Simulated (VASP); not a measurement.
# Mo3H in VASP: a series of runs

Runs on Mo3H. Level: PBE. Tasks: single point.

Everything below comes from runs of VASP 6.6.1. Logs are shortened: lines on timing, memory, paths and dates and some standing lists are left out, and cuts for length are marked.

## Step 1: The cell of the first run

The cell holds a slab with vacuum, 4 atoms: a = 2.737 Å, b = 2.737 Å, c = 21.308 Å, α = 90.00°, β = 90.00°, γ = 109.47°.

## Step 2: Single point, PBE, collinear spin

The input, INCAR:

```
SYSTEM = Mo3H
  PREC = Accurate
  ENCUT = 520
  EDIFF = 1E-7
  ISMEAR = 0
  SIGMA = 0.1
  LREAL = .FALSE.
  LASPH = .TRUE.
  NELM = 150
  ALGO = Normal
  ISIF = 2
  LWAVE = .FALSE.
  LCHARG = .FALSE.
  ISPIN = 2
  MAGMOM = 0 0 0 1
  LORBIT = 11
  LMAXMIX = 4
  LDIPOL = .TRUE.
  IDIPOL = 3
  DIPOL = 0.5 0.5 0.338
  GGA = PE
  NBANDS = 34
```

The input, KPOINTS:

```
regular mesh
0
G
  10 10 1
  0 0 0
```

The input, POSCAR:

```
Mo3H
1.0
    2.7370454666      0.0000000000      0.0000000000
   -0.9123484889      2.5805112132      0.0000000000
    0.0000000000      0.0000000000     21.3082440588
Mo H
3 1
Direct
    0.5000000000      0.5000000000      0.1877207708
    0.0000000000      0.0000000000      0.2888166433
    0.5000000000      0.5000000000      0.3899074948
    0.5000000000      0.5000000000      0.4842371821
```

Potentials or basis: VASP PAW PBE potentials, release 64 (Mo_sv, H).

Started as:

```console
> cat potpaw_PBE.64/Mo_sv/POTCAR potpaw_PBE.64/H/POTCAR > POTCAR
> mpirun -np 1 vasp_std > vasp.out
```

OUTCAR:

```text
SYSTEM = Mo3H
   PREC = Accurate
   ENCUT = 520
   EDIFF = 1E-7
   ISMEAR = 0
   LREAL = .FALSE.
   LASPH = .TRUE.
   NELM = 150
   ISIF = 2
   ISPIN = 2
   LORBIT = 11
   GGA = PE

 ion  position               nearest neighbor table
   1  0.500  0.500  0.188-   2 2.67   2 2.67   2 3.10   2 3.10
   2  0.000  0.000  0.289-   3 2.67   3 2.67   1 2.67   1 2.67   3 3.10   3 3.10   1 3.10   1 3.10

   3  0.500  0.500  0.390-   4 2.01   2 2.67   2 2.67   2 3.10   2 3.10
   4  0.500  0.500  0.484-   3 2.01

  LATTYP: Found a base centered orthorhombic cell.
 ALAT       =     3.1604678739
 B/A-ratio  =     1.4142135624
 C/A-ratio  =     6.7421169615

  Lattice vectors:

 A1 = (   2.7370454666,   0.0000000000,   0.0000000000)
 A2 = (  -0.9123484889,   2.5805112132,   0.0000000000)
 A3 = (   0.0000000000,   0.0000000000,  21.3082440588)

Analysis of symmetry for initial positions (statically):
=====================================================================
 Subroutine PRICEL returns:
 Original cell was already a primitive cell.

 Routine SETGRP: Setting up the symmetry group for a
 base centered orthorhombic supercell.

 Subroutine GETGRP returns: Found  4 space group operations
 (whereof  4 operations were pure point group operations)
 out of a pool of  8 trial point group operations.

The static configuration has the point symmetry C_2v.

Analysis of symmetry for dynamics (positions and initial velocities):
=====================================================================
 Subroutine PRICEL returns:
 Original cell was already a primitive cell.

 Routine SETGRP: Setting up the symmetry group for a
 base centered orthorhombic supercell.

 Subroutine GETGRP returns: Found  4 space group operations
 (whereof  4 operations were pure point group operations)
 out of a pool of  8 trial point group operations.

The dynamic configuration has the point symmetry C_2v.

Analysis of structural, dynamic, and magnetic symmetry:
=====================================================================
 Subroutine PRICEL returns:
 Original cell was already a primitive cell.

 Routine SETGRP: Setting up the symmetry group for a
 base centered orthorhombic supercell.

 Subroutine GETGRP returns: Found  4 space group operations
 (whereof  4 operations were pure point group operations)
 out of a pool of  8 trial point group operations.

The overall configuration has the point symmetry C_2v.

 Subroutine INISYM returns: Found  4 space group operations
 (whereof  4 operations are pure point group operations),
 and found     1 'primitive' translations

[... 139 lines left out ...]

 number of electron      42.9999994 magnetization      -0.0000085

 dipolmoment           0.000000      0.000000      0.078311 electrons x Angstroem

 Free energy of the ion-electron system (eV)
  ---------------------------------------------------
  ext. energy  EPLUGINS =         0.00000000
  ---------------------------------------------------
  free energy    TOTEN  =       -33.03330126 eV

  energy without entropy =      -33.01611672  energy(sigma->0) =      -33.02470899

 E-fermi :   0.1723     XC(G=0):  -5.4059

 val. band max:        0.1321918789   @ k =  -0.4000   0.4000   0.0000
 cond. band min:       0.1882718980   @ k =   0.3000   0.1000   0.0000
 fundamental gap:      0.0560800191
 Fermi energy:         0.1722963466

 spin component 1

 k-point     1 :       0.0000    0.0000    0.0000
  band No.  band energies     occupation
      1     -60.9814      1.00000
      2     -60.7575      1.00000
      3     -60.5992      1.00000
      4     -35.5062      1.00000
      5     -34.8380      1.00000
      6     -34.6859      1.00000
[... 853 lines left out ...]
     32       8.8421      0.00000
     33      10.5757      0.00000

 [... further k-points ...]

 spin component 2

 k-point     1 :       0.0000    0.0000    0.0000
  band No.  band energies     occupation
      1     -60.9814      1.00000
      2     -60.7576      1.00000
      3     -60.5992      1.00000
      4     -35.5062      1.00000
      5     -34.8380      1.00000
      6     -34.6859      1.00000
[... 853 lines left out ...]
     32       8.8421      0.00000
     33      10.5759      0.00000

 [... further k-points ...]

 [bands above 33 left out]

------------------------ aborting loop because EDIFF is reached ----------------------------------------

 vacuum level on the upper side and lower side of the slab       (xc-potential included)         0.935        -1.025

  FORCE on cell =-STRESS in cart. coord.  units (eV):
  Direction    XX          YY          ZZ          XY          YZ          ZX
  --------------------------------------------------------------------------------------
  -------------------------------------------------------------------------------------
  Total       -2.3709808     -1.8917604     -2.7224080      0.6777199      0.0000000      0.0000000
  in kB      -25.2408046    -20.1391574    -28.9820013      7.2148187      0.0000000      0.0000000
  external PRESSURE =     -24.7873211 kB  Pullay stress =       0.0000000 kB

 VOLUME and BASIS-vectors are now :
 -----------------------------------------------------------------------------
  energy-cutoff  :      520.00
  volume of cell :      150.50
      direct lattice vectors                 reciprocal lattice vectors
     2.737045467  0.000000000  0.000000000     0.365357467  0.129173371  0.000000000
    -0.912348489  2.580511213  0.000000000     0.000000000  0.387520114  0.000000000
     0.000000000  0.000000000 21.308244059     0.000000000  0.000000000  0.046930193

 POSITION                                       TOTAL-FORCE (eV/Angst)
 -----------------------------------------------------------------------------------
      0.91235      1.29026      4.00000         0.000000      0.000000      0.259830
      0.00000      0.00000      6.15418         0.000000      0.000000     -0.870659
      0.91235      1.29026      8.30824        -0.000000      0.000000      2.329433
      0.91235      1.29026     10.31824        -0.000000      0.000000     -1.718604
 -----------------------------------------------------------------------------------
    total drift:                               -0.000000     -0.000000      0.000099

  FREE ENERGIE OF THE ION-ELECTRON SYSTEM (eV)
  ---------------------------------------------------
  free  energy   TOTEN  =       -33.0333012557 eV

  energy  without entropy=      -33.0161167221  energy(sigma->0) =      -33.02470899

 vacuum level on the upper side and lower side of the slab         6.668         4.618

 total charge

# of ion       s       p       d       tot
------------------------------------------
    1        2.375   6.130   3.910  12.415
    2        2.386   6.209   3.961  12.556
    3        2.372   6.145   3.897  12.414
    4        0.431   0.005   0.000   0.436
--------------------------------------------------
tot          7.564  18.489  11.768  37.821

 magnetization (x)

# of ion       s       p       d       tot
------------------------------------------
    1       -0.000  -0.000  -0.000  -0.000
    2       -0.000  -0.000  -0.000  -0.000
    3       -0.000   0.000   0.000   0.000
    4        0.000   0.000   0.000   0.000
--------------------------------------------------
tot          0.000  -0.000  -0.000  -0.000
```

OSZICAR:

```text
N       E                     dE             d eps       ncg     rms          rms(c)
DAV:   1     0.409462233966E+03    0.40946E+03   -0.26871E+04  5256   0.113E+03
DAV:   2    -0.243710961121E+02   -0.43383E+03   -0.42122E+03  5060   0.354E+02
DAV:   3    -0.343456185205E+02   -0.99745E+01   -0.96581E+01  5012   0.529E+01
DAV:   4    -0.344610597949E+02   -0.11544E+00   -0.11512E+00  4768   0.567E+00
[... 29 lines left out ...]
DAV:  34    -0.330333002133E+02   -0.36844E-06   -0.14650E-08  3044   0.545E-04    0.194E-04
DAV:  35    -0.330333005806E+02   -0.36734E-06   -0.76022E-09  3166   0.304E-04    0.132E-04
DAV:  36    -0.330333008593E+02   -0.27865E-06   -0.73345E-09  3038   0.226E-04    0.687E-05
DAV:  37    -0.330333011674E+02   -0.30812E-06   -0.45737E-09  3050   0.162E-04    0.654E-05
DAV:  38    -0.330333012557E+02   -0.88290E-07   -0.86603E-10  3116   0.956E-05
   1 F= -.33033301E+02 E0= -.33024709E+02  d E =-.171845E-01  mag=    -0.0000
```

Run time: 17 min. Hardware: 1 thread of AMD EPYC 7R13, shared host; peak memory 0.39 GiB.

What came out:

```
Free energy                                           : -33.0333 eV
Largest force                                         : 2.329 eV/Å
Net moment                                            : 0.00 μB per cell
Valence electrons inside the program's atomic spheres : Mo 12.41, 12.56 (each value once); H 0.44
```

Forces in eV/Å, atoms in the order of the input:
```
Mo   0.000  0.000  0.260
Mo   0.000  0.000 -0.871
Mo   0.000  0.000  2.329
H    0.000  0.000 -1.719
```

## Step 3: Single point, PBE, collinear spin

The input, INCAR:

```
PREC     = Accurate       # precision mode
ENCUT    = 520            # plane-wave cutoff, eV
EDIFF    = 1E-7           # SCF threshold, eV
ISMEAR   = 0              # smearing method
SIGMA    = 0.1            # smearing width, eV
LREAL    = F              # projectors in reciprocal space
LASPH    = T              # aspherical terms in the spheres
NELM     = 150            # most SCF steps
ALGO     = Normal         # electronic algorithm
ISIF     = 2              # what is computed and relaxed
LWAVE    = F              # write WAVECAR
LCHARG   = F              # write CHGCAR
ISPIN    = 2              # spin polarisation
MAGMOM   = 0 0 0 1        # initial moments
LORBIT   = 11             # projections on sites
LMAXMIX  = 4              # l up to which the mixer works
LDIPOL   = T            
IDIPOL   = 3            
DIPOL    = 0.5 0.5 0.333
GGA      = PE             # functional
NBANDS   = 34             # bands
```

The input, KPOINTS:

```
Automatic mesh
0
Gamma
  10 10 1
```

Changes to POSCAR since step 2:

```diff
@@ -11,2 +11,2 @@
     0.5000000000      0.5000000000      0.3899074948
-    0.5000000000      0.5000000000      0.4842371821
+    0.5000000000      0.5000000000      0.4668730108
```

Potentials or basis: VASP PAW PBE potentials, release 64 (Mo_sv, H).

Started as:

```console
> cat potpaw_PBE.64/Mo_sv/POTCAR potpaw_PBE.64/H/POTCAR > POTCAR
> mpirun -np 1 vasp_std > vasp.out
```

It took 18 min on 1 thread of Intel Xeon 8259CL, shared host; peak memory 0.43 GiB.

The run converged. Its results:

```
Free energy                                           : -33.2697 eV
Largest force                                         : 1.254 eV/Å
Net moment                                            : 0.00 μB per cell
Valence electrons inside the program's atomic spheres : Mo 12.41, 12.57, 12.55; H 0.55
```

Forces in eV/Å, atoms in the order of the input:
```
Mo   0.000  0.000  0.335
Mo   0.000  0.000 -1.184
Mo   0.000  0.000 -0.405
H    0.000  0.000  1.254
```

Levels at points of the mesh, in eV from the Fermi level:
Spin up:
```tsv
k point	band 20	band 21	band 22	band 23	band 24	band 25
(0.00, 0.00, 0.00)	-1.22	-0.72	-0.49	1.11	1.45	1.56
(0.50, 0.00, 0.00)	0.20	0.41	1.57	1.68	1.91	2.28
(0.50, 0.50, 0.00)	-0.10	0.42	1.22	2.17	2.99	3.07
```
Spin down:
```
           k point  band 18  band 19  band 20  band 21  band 22  band 23  band 24  band 25  band 26  band 27
(0.00, 0.00, 0.00)    -2.05    -1.30    -1.22    -0.72    -0.49     1.11     1.45     1.56     1.63     1.78
(0.50, 0.00, 0.00)    -2.34    -2.10     0.20     0.41     1.57     1.68     1.91     2.28     2.62     2.94
(0.50, 0.50, 0.00)    -2.63    -1.57    -0.10     0.42     1.22     2.17     2.99     3.07     4.12     4.65
```
